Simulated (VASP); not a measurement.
# MgO (Fm-3m) in VASP: vibrations by perturbation theory with PBE

Aim: the vibrations by perturbation theory of MgO with PBE.

Program: VASP 6.6.1. These are calculated values, not measurements. Logs are shortened: lines on timing, memory, paths and dates and some standing lists are left out, and cuts for length are marked.

### Step 1. The cell of the first run

Symmetry: Fm-3m, No. 225, cubic system. The conventional cell has a = 4.254 Å, b = 4.254 Å, c = 4.254 Å, α = 90.00°, β = 90.00°, γ = 90.00°. Mg (site symmetry m-3m) has 6 O at 2.13 Å within 2.8 Å. O (site symmetry m-3m) has 6 Mg at 2.13 Å within 2.8 Å.

### Step 2. Vibrations by perturbation theory, PBE

Input file INCAR:

```
SYSTEM = MgO
ALGO = Normal
EDIFF = 1E-8
ENCUT = 520
GGA = PE
IBRION = 8
ISIF = 2
ISMEAR = 0
LASPH = .TRUE.
LCHARG = .FALSE.
LEPSILON = .TRUE.
LREAL = .FALSE.
LWAVE = .FALSE.
NELM = 60
NSW = 1
PREC = Accurate
SIGMA = 0.01
```

Input file KPOINTS:

```
k-points
0
G
  12 12 12
  0 0 0
```

Input file POSCAR:

```
MgO
1.0
    0.0000000000      2.1269060945      2.1269060945
    2.1269060945      0.0000000000      2.1269060945
    2.1269060945      2.1269060945      0.0000000000
Mg O
1 1
Direct
    0.0000000000      0.0000000000      0.0000000000
    0.5000000000      0.5000000000      0.5000000000
```

Potentials or basis: VASP PAW PBE potentials, release 64 (Mg, O).

Run with:

```bash
$ cat potpaw_PBE.64/Mg/POTCAR potpaw_PBE.64/O/POTCAR > POTCAR
$ mpirun -np 1 vasp_std > vasp.out
```

OUTCAR:

```text
SYSTEM = MgO
   EDIFF = 1E-8
   ENCUT = 520
   GGA = PE
   IBRION = 8
   ISIF = 2
   ISMEAR = 0
   LASPH = .TRUE.
   LEPSILON = .TRUE.
   LREAL = .FALSE.
   NELM = 60
   NSW = 1
   PREC = Accurate

 ion  position               nearest neighbor table
   1  0.000  0.000  0.000-   2 2.13   2 2.13   2 2.13   2 2.13   2 2.13   2 2.13
   2  0.500  0.500  0.500-   1 2.13   1 2.13   1 2.13   1 2.13   1 2.13   1 2.13

  LATTYP: Found a face centered cubic cell.
 ALAT       =     4.2538121890

  Lattice vectors:

 A1 = (   0.0000000000,   2.1269060945,   2.1269060945)
 A2 = (   2.1269060945,   0.0000000000,   2.1269060945)
 A3 = (   2.1269060945,   2.1269060945,   0.0000000000)

Analysis of symmetry for initial positions (statically):
=====================================================================
 Subroutine PRICEL returns:
 Original cell was already a primitive cell.

 Routine SETGRP: Setting up the symmetry group for a
 face centered cubic supercell.

 Subroutine GETGRP returns: Found 48 space group operations
 (whereof 48 operations were pure point group operations)
 out of a pool of 48 trial point group operations.

The static configuration has the point symmetry O_h .

Analysis of symmetry for dynamics (positions and initial velocities):
=====================================================================
 Subroutine PRICEL returns:
 Original cell was already a primitive cell.

 Routine SETGRP: Setting up the symmetry group for a
 face centered cubic supercell.

 Subroutine GETGRP returns: Found 48 space group operations
 (whereof 48 operations were pure point group operations)
 out of a pool of 48 trial point group operations.

The dynamic configuration has the point symmetry O_h .

 Subroutine INISYM returns: Found 48 space group operations
 (whereof 48 operations are pure point group operations),
 and found     1 'primitive' translations

----------------------------------------------------------------------------------------

                                     Primitive cell

  volume of cell :      19.2431

  direct lattice vectors                    reciprocal lattice vectors
     0.000000000  2.126906094  2.126906094    -0.235083251  0.235083251  0.235083251
     2.126906094  0.000000000  2.126906094     0.235083251 -0.235083251  0.235083251
     2.126906094  2.126906094  0.000000000     0.235083251  0.235083251 -0.235083251

  length of vectors
     3.007899445  3.007899445  3.007899445     0.407176135  0.407176135  0.407176135

  position of ions in fractional coordinates (direct lattice)
     0.000000000  0.000000000  0.000000000
     0.500000000  0.500000000  0.500000000

  ion indices of the primitive-cell ions
   primitive index   ion index
                 1           1
                 2           2

----------------------------------------------------------------------------------------

 KPOINTS: k-points

Automatic generation of k-mesh.
 Grid dimensions read from file:
[... 416 lines left out ...]
 ------------------------------------------------------

 Free energy of the ion-electron system (eV)
  ---------------------------------------------------
  ---------------------------------------------------
  free energy    TOTEN  =        -0.12742985 eV

  energy without entropy =       -0.12742985

------------------------ aborting loop because EDIFF is reached ----------------------------------------

--------------------------------------- Ionic step        2  -------------------------------------------

------------------------ aborting loop because EDIFF is reached ----------------------------------------

--------------------------------------- Ionic step        3  -------------------------------------------

------------------------ aborting loop because EDIFF is reached ----------------------------------------

 PIEZOELECTRIC TENSOR FIELD DIRECTION 3  (e Angst)
 -----------------------------------------------------------------------------
    -0.00017  0.00000  0.00000           ( -0.00001  0.00000  0.00000)
     0.00000 -0.00017 -0.00000           (  0.00000 -0.00001  0.00000)
     0.00000  0.00000 -0.00015           (  0.00000  0.00000 -0.00001)

 PIEZOELECTRIC TENSOR FIELD DIRECTION 3  (C/m^2)
 -----------------------------------------------------------------------------
    -0.00014  0.00000  0.00000
     0.00000 -0.00014 -0.00000
     0.00000  0.00000 -0.00013

--------------------------------------- Ionic step        4  -------------------------------------------

------------------------ aborting loop because EDIFF is reached ----------------------------------------

[... ionic steps 5 to 6 ...]

--------------------------------------- Ionic step        7  -------------------------------------------

 Free energy of the ion-electron system (eV)
  ---------------------------------------------------
  ---------------------------------------------------
  free energy    TOTEN  =        -0.36011691 eV

  energy without entropy =       -0.36011691

------------------------ aborting loop because EDIFF is reached ----------------------------------------

 INTERNAL STRAIN TENSOR  FOR ION    2  DIRECTION 1   (eV/Angst):
 -----------------------------------------------------------------------------
    -0.00417  0.00000  0.00000
     0.00000  0.00689 -0.00000
     0.00000 -0.00000  0.00689

 MACROSCOPIC STATIC DIELECTRIC TENSOR (including local field effects in DFT)
 ------------------------------------------------------
           3.170172    -0.000000    -0.000000
           0.000000     3.170172    -0.000000
           0.000000     0.000000     3.170172
 ------------------------------------------------------

 PIEZOELECTRIC TENSOR (including local field effects)  for field in x, y, z        (e  Angst)
          XX          YY          ZZ          XY          YZ          ZX
  --------------------------------------------------------------------------------
  x     0.00000     0.00000     0.00000     0.00000     0.00000     0.00000
  y     0.00000     0.00000     0.00000     0.00000     0.00000     0.00000
  z     0.00000     0.00000     0.00000     0.00000     0.00000     0.00000

 PIEZOELECTRIC TENSOR (including local field effects)  for field in x, y, z        (C/m^2)
          XX          YY          ZZ          XY          YZ          ZX
  --------------------------------------------------------------------------------
  x     0.00000     0.00000     0.00000     0.00000     0.00000     0.00000
  y     0.00000     0.00000     0.00000     0.00000     0.00000     0.00000
  z     0.00000     0.00000     0.00000     0.00000     0.00000     0.00000

 BORN EFFECTIVE CHARGES (including local field effects) (in |e|, cummulative output)
 ---------------------------------------------------------------------------------
 ion    1
    1     1.98149    -0.00000     0.00000
    2     0.00000     1.98149    -0.00000
    3    -0.00000     0.00000     1.98149
 ion    2
    1    -1.98149     0.00000    -0.00000
    2    -0.00000    -1.98149     0.00000
    3     0.00000    -0.00000    -1.98149

 INTERNAL STRAIN TENSOR FOR ION    2 for displacements in x,y,z  (eV/Angst):
          X           Y           Z          XY          YZ          ZX
  --------------------------------------------------------------------------------
  x     0.00000     0.00000     0.00000     0.00000     0.00000     0.00000
  y     0.00000     0.00000     0.00000     0.00000     0.00000     0.00000
  z     0.00000     0.00000     0.00000     0.00000     0.00000     0.00000

 SECOND DERIVATIVES (NOT SYMMETRIZED)
 ------------------------------------
               1X          1Y          1Z          2X          2Y          2Z
  1X    -4.790259    0.000000    0.000000    4.790259    0.000000    0.000000
  1Y     0.000000   -4.790259    0.000000    0.000000    4.790259    0.000000
  1Z     0.000000    0.000000   -4.790259    0.000000    0.000000    4.790259
  2X     4.808915    0.000000    0.000000   -4.808915    0.000000    0.000000
  2Y     0.000000    4.808915    0.000000    0.000000   -4.808915    0.000000
  2Z     0.000000    0.000000    4.808915    0.000000    0.000000   -4.808915

 Eigenvectors and eigenvalues of the dynamical matrix
 ----------------------------------------------------

   1 f  =   11.028373 THz    69.293312 2PiTHz  367.866932 cm-1    45.609666 meV
             X         Y         Z           dx          dy          dz
      0.000000  0.000000  0.000000     0.629320   -0.000000   -0.000000
      2.126906  2.126906  2.126906    -0.777147    0.000000    0.000000
[... 21 lines left out ...]
   6 f/i=    0.010483 THz     0.065864 2PiTHz    0.349662 cm-1     0.043353 meV
             X         Y         Z           dx          dy          dz
      0.000000  0.000000  0.000000    -0.499721    0.595177   -0.000000
      2.126906  2.126906  2.126906    -0.404665    0.481964    0.000000

--------------------------------------------------------------------------------------------------------

 MACROSCOPIC STATIC DIELECTRIC TENSOR IONIC CONTRIBUTION
 ------------------------------------------------------
           7.692527    -0.000000     0.000000
          -0.000000     7.692527    -0.000000
           0.000000    -0.000000     7.692527
 ------------------------------------------------------

 ELASTIC MODULI CONTR FROM IONIC RELAXATION (kBar)
 Direction    XX          YY          ZZ          XY          YZ          ZX
 --------------------------------------------------------------------------------
 XX           0.0000      0.0000      0.0000      0.0000      0.0000      0.0000
 YY           0.0000      0.0000      0.0000      0.0000      0.0000      0.0000
 ZZ           0.0000      0.0000      0.0000      0.0000      0.0000      0.0000
 XY           0.0000      0.0000      0.0000      0.0000      0.0000      0.0000
 YZ           0.0000      0.0000      0.0000      0.0000      0.0000      0.0000
 ZX           0.0000      0.0000      0.0000      0.0000      0.0000      0.0000
 --------------------------------------------------------------------------------

 PIEZOELECTRIC TENSOR IONIC CONTR  for field in x, y, z        (C/m^2)
          XX          YY          ZZ          XY          YZ          ZX
  --------------------------------------------------------------------------------
  x     0.00000     0.00000     0.00000     0.00000     0.00000     0.00000
  y     0.00000     0.00000     0.00000     0.00000     0.00000     0.00000
  z     0.00000     0.00000     0.00000     0.00000     0.00000     0.00000
```

Wall time 2 min (1 thread of Intel Xeon Platinum 8259CL at 2.50GHz (Skylake/Cascade Lake), shared host); peak memory 0.21 GiB.

Results:

```
Electronic dielectric tensor (diagonal)                 : 3.17
Born charges (mean of the diagonal)                     : Mg +1.98; O -1.98 e
Highest phonon frequency at Γ, LO-TO splitting left out : 368 cm⁻¹
```

Phonon frequencies in cm⁻¹ (negative: imaginary):
```csv
q point,frequencies
"(0.000, 0.000, 0.000)",0 0 0 368 368 368
```

Electronic dielectric tensor:
```
3.17 0.00 0.00
0.00 3.17 0.00
0.00 0.00 3.17
```

Born effective charge tensors (e):
atom 1, Mg
```
1.98 0.00 0.00
0.00 1.98 0.00
0.00 0.00 1.98
```
atom 2, O
```
-1.98  0.00  0.00
 0.00 -1.98  0.00
 0.00  0.00 -1.98
```
